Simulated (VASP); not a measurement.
# CaF2 (Fluorite) (Fm-3m) in VASP: further runs

CaF2 (Fluorite) is run at these levels: PBE; tasks: single point.

Program: VASP 6.6.1. These are calculated values, not measurements. Logs are shortened: lines on timing, memory, paths and dates and some standing lists are left out, and cuts for length are marked.

## 1. The cell of the first run

It takes space group Fm-3m (No. 225, cubic). The conventional cell has a = 5.595 Å, b = 5.595 Å, c = 5.595 Å, α = 90.00°, β = 90.00°, γ = 90.00°. Within 3.2 Å of Ca (site symmetry m-3m) lie 8 F at 2.42 Å. Within 3.2 Å of F (site symmetry -43m) lie 4 Ca at 2.42 Å and 6 F at 2.80 Å.

## 2. Single point, PBE

Input file INCAR:

```
SYSTEM = CaF2
PREC = Accurate
ENCUT = 600
EDIFF = 1E-6
ISMEAR = 0
SIGMA = 0.01
LREAL = .FALSE.
LASPH = .TRUE.
NELM = 120
ALGO = Normal
ISIF = 2
LWAVE = .FALSE.
LCHARG = .FALSE.
GGA = PE
NBANDS = 19
GGA_COMPAT = .FALSE.
```

Input file KPOINTS:

```
Automatic mesh
0
G
  5 5 5
  0 0 0
```

Input file POSCAR:

```
CaF2
1.0
    0.0000000000      2.7976358736      2.7976358736
    2.7976358736      0.0000000000      2.7976358736
    2.7976358736      2.7976358736      0.0000000000
Ca F
1 2
Direct
    0.0000000000      0.0000000000      0.0000000000
    0.2500000000      0.2500000000      0.2500000000
    0.7500000000      0.7500000000      0.7500000000
```

Potentials or basis: VASP PAW PBE potentials, release 64 (Ca_sv, F).

Started as:

```
> cat potpaw_PBE.64/Ca_sv/POTCAR potpaw_PBE.64/F/POTCAR > POTCAR
> mpirun -np 1 vasp_std > vasp.out
```

OUTCAR:

```text
SYSTEM = CaF2
   PREC = Accurate
   ENCUT = 600
   EDIFF = 1E-6
   ISMEAR = 0
   LREAL = .FALSE.
   LASPH = .TRUE.
   NELM = 120
   ISIF = 2
   GGA = PE

 ion  position               nearest neighbor table
   1  0.000  0.000  0.000-   3 2.42   3 2.42   3 2.42   2 2.42   2 2.42   2 2.42   3 2.42   2 2.42

   2  0.250  0.250  0.250-   1 2.42   1 2.42   1 2.42   1 2.42
   3  0.750  0.750  0.750-   1 2.42   1 2.42   1 2.42   1 2.42

  LATTYP: Found a face centered cubic cell.
 ALAT       =     5.5952717472

  Lattice vectors:

 A1 = (   0.0000000000,   2.7976358736,   2.7976358736)
 A2 = (   2.7976358736,   0.0000000000,   2.7976358736)
 A3 = (   2.7976358736,   2.7976358736,   0.0000000000)

Analysis of symmetry for initial positions (statically):
=====================================================================
 Subroutine PRICEL returns:
 Original cell was already a primitive cell.

 Routine SETGRP: Setting up the symmetry group for a
 face centered cubic supercell.

 Subroutine GETGRP returns: Found 48 space group operations
 (whereof 48 operations were pure point group operations)
 out of a pool of 48 trial point group operations.

The static configuration has the point symmetry O_h .

Analysis of symmetry for dynamics (positions and initial velocities):
=====================================================================
 Subroutine PRICEL returns:
 Original cell was already a primitive cell.

 Routine SETGRP: Setting up the symmetry group for a
 face centered cubic supercell.

 Subroutine GETGRP returns: Found 48 space group operations
 (whereof 48 operations were pure point group operations)
 out of a pool of 48 trial point group operations.

The dynamic configuration has the point symmetry O_h .

 Subroutine INISYM returns: Found 48 space group operations
 (whereof 48 operations are pure point group operations),
 and found     1 'primitive' translations

----------------------------------------------------------------------------------------

                                     Primitive cell

  volume of cell :      43.7929

  direct lattice vectors                    reciprocal lattice vectors
     0.000000000  2.797635874  2.797635874    -0.178722329  0.178722329  0.178722329
     2.797635874  0.000000000  2.797635874     0.178722329 -0.178722329  0.178722329
     2.797635874  2.797635874  0.000000000     0.178722329  0.178722329 -0.178722329

  length of vectors
[... 68 lines left out ...]
   NELM   =    120;   NELMIN=  2; NELMDL= -5     # of ELM steps
   EDIFF  = 0.1E-05   stopping-criterion for ELM
   LREAL  =      F    real-space projection
   EDIFFG = 0.1E-04   stopping-criterion for IOM
   NSW    =      0    number of steps for IOM
   IBRION =     -1    ionic relax: 0-MD 1-quasi-New 2-CG
   NFREE  =      0    steps in history (QN), initial steepest desc. (CG)
   ISIF   =      2    stress and relaxation
   ISYM   =      2    0-nonsym 1-usesym 2-fastsym
   POTIM  = 0.5000    time-step for ionic-motion
   TEBEG  =    0.0;   TEEND  =   0.0 temperature during run
   PSTRESS=    0.0 pullay stress
   NELECT =      24.0000    total number of electrons
   NUPDOWN=      -1.0000    fix difference up-down
   EMIN   =  10.00;   EMAX   =-10.00  energy-range for DOS
   EFERMI =   0.00;   METHOD = LEGACY
   ISMEAR =     0;   SIGMA  =   0.01  broadening in eV -4-tet -1-fermi 0-gaus
   EFERMI_NEDOS =   21; number of points for ismear=-14 and -15
   IALGO  =     38    algorithm
   IMIX   =      4    mixing-type and parameters
     AMIX     =   0.40;   BMIX     =  1.00
     AMIX_MAG =   1.60;   BMIX_MAG =  1.00
  volume/ion in A,a.u.               =      14.60        98.51
  Fermi-wavevector in a.u.,A,eV,Ry     =   1.339710  2.531684 24.420039  1.794822
  Thomas-Fermi vector in A             =   2.468080
   LORBIT       =      0    0 simple, 1 ext, 2 COOP (PROOUT), +10 PAW based schemes
   GGA     = PE    functional components
   LHFCALC =     F    Hartree Fock is set to
   AEXX    =    0.0000 exact exchange contribution
   IVDW    =     0    specifies the selected vdW correction
   LEPSILON=     F    determine dielectric tensor
   LRPA    =     F    only Hartree local field effects (RPA)
 non-spin polarized calculation
 Gauss-broadening in eV      SIGMA  =   0.01
  energy-cutoff  :      600.00
  volume of cell :       43.79
 maximum number of plane-waves:      1476
   NGX = 15   NGY = 15   NGZ = 15

 number of electron      24.0000021 magnetization

 Free energy of the ion-electron system (eV)
  ---------------------------------------------------
  ext. energy  EPLUGINS =         0.00000000
  ---------------------------------------------------
  free energy    TOTEN  =       -17.33026939 eV

  energy without entropy =      -17.33026939  energy(sigma->0) =      -17.33026939

 E-fermi :  -1.2535     XC(G=0):  -9.2780

 val. band max:       -1.3956856398   @ k =  -0.4000   0.4000   0.0000
 cond. band min:       5.5229401311   @ k =   0.0000   0.0000   0.0000
 fundamental gap:      6.9186257708
 Fermi energy:        -1.2534571003

 k-point     1 :       0.0000    0.0000    0.0000
  band No.  band energies     occupation
      1     -37.7207      2.00000
      2     -21.1032      2.00000
      3     -20.4384      2.00000
      4     -18.6577      2.00000
      5     -18.6577      2.00000
      6     -18.6577      2.00000
[... 197 lines left out ...]
      6     -18.2899      2.00000
[... 11 lines left out ...]
     18      11.1277      0.00000
     19      13.1319      0.00000

------------------------ aborting loop because EDIFF is reached ----------------------------------------

  FORCE on cell =-STRESS in cart. coord.  units (eV):
  Direction    XX          YY          ZZ          XY          YZ          ZX
  --------------------------------------------------------------------------------------
  -------------------------------------------------------------------------------------
  Total       -0.8429539     -0.8429539     -0.8429539     -0.0000000     -0.0000000      0.0000000
  in kB      -30.8397494    -30.8397494    -30.8397494     -0.0000000     -0.0000000      0.0000000
  external PRESSURE =     -30.8397494 kB  Pullay stress =       0.0000000 kB

 VOLUME and BASIS-vectors are now :
 -----------------------------------------------------------------------------
  energy-cutoff  :      600.00
  volume of cell :       43.79
      direct lattice vectors                 reciprocal lattice vectors
     0.000000000  2.797635874  2.797635874    -0.178722329  0.178722329  0.178722329
     2.797635874  0.000000000  2.797635874     0.178722329 -0.178722329  0.178722329
     2.797635874  2.797635874  0.000000000     0.178722329  0.178722329 -0.178722329

 POSITION                                       TOTAL-FORCE (eV/Angst)
 -----------------------------------------------------------------------------------
      0.00000      0.00000      0.00000        -0.000000     -0.000000     -0.000000
      1.39882      1.39882      1.39882         0.000000      0.000000      0.000000
      4.19645      4.19645      4.19645        -0.000000     -0.000000     -0.000000
 -----------------------------------------------------------------------------------
    total drift:                                0.000000     -0.000000      0.000000

  FREE ENERGIE OF THE ION-ELECTRON SYSTEM (eV)
  ---------------------------------------------------
  free  energy   TOTEN  =       -17.3302693865 eV

  energy  without entropy=      -17.3302693865  energy(sigma->0) =      -17.33026939
```

Run time: 6.9 s. Hardware: 1 thread of Intel Xeon Platinum 8559C (Emerald Rapids), shared host; peak memory 0.17 GiB.

What came out:

```
Free energy            : -17.3303 eV
Pressure               : -3.1 GPa
Band gap on the k mesh : 6.92 eV, indirect (least direct gap 7.11 eV)
```

Levels at points of the mesh, in eV from the valence-band top:
```
           k point  band 10  band 11  band 12  band 13  band 14  band 15
(0.00, 0.00, 0.00)    -0.19    -0.19    -0.19     6.92     8.93     8.93
```

A k mesh can miss the band edges. A hybrid or GW would open this gap; PBE tends to underestimate it.

## 3. Single point, PBE

This run uses another cell than the first one, of 14.94 Å³/atom, 1.023 times its volume.

Input file INCAR:

```
PREC = Accurate ; ENCUT = 600
EDIFF = 1E-6 ; ISMEAR = 0
SIGMA = 0.01 ; LREAL = F
LASPH = T ; NELM = 120
ALGO = Normal ; ISIF = 2
LWAVE = F ; LCHARG = F
GGA = PE ; NBANDS = 19
GGA_COMPAT = F
```

Input file KPOINTS:

```
Automatic mesh
0
Gamma
  5 5 5
```

Input file POSCAR:

```
CaF2
1.0
    0.0000000000      2.8191569953      2.8191569953
    2.8191569953      0.0000000000      2.8191569953
    2.8191569953      2.8191569953      0.0000000000
Ca F
1 2
Direct
    0.0000000000      0.0000000000      0.0000000000
    0.2500000000      0.2500000000      0.2500000000
    0.7500000000      0.7500000000      0.7500000000
```

Potentials or basis: VASP PAW PBE potentials, release 64 (Ca_sv, F).

Started as:

```
> cat potpaw_PBE.64/Ca_sv/POTCAR potpaw_PBE.64/F/POTCAR > POTCAR
> mpirun -np 1 vasp_std > vasp.out
```

Wall time 7.2 s (1 thread of Intel Xeon Platinum 8559C (Emerald Rapids), shared host); peak memory 0.17 GiB.

It converged, with:

| Quantity | Value |
| --- | --- |
| Free energy | -17.3080 eV |
| Pressure | -4.5 GPa |
| Band gap on the k mesh | 6.79 eV, indirect (least direct gap 6.97 eV) |

Levels at points of the mesh, in eV from the valence-band top:
```tsv
k point	band 9	band 10	band 11	band 12	band 13	band 14	band 15	band 16
(0.00, 0.00, 0.00)	-1.78	-0.19	-0.19	-0.19	6.79	8.84	8.84	10.54
```
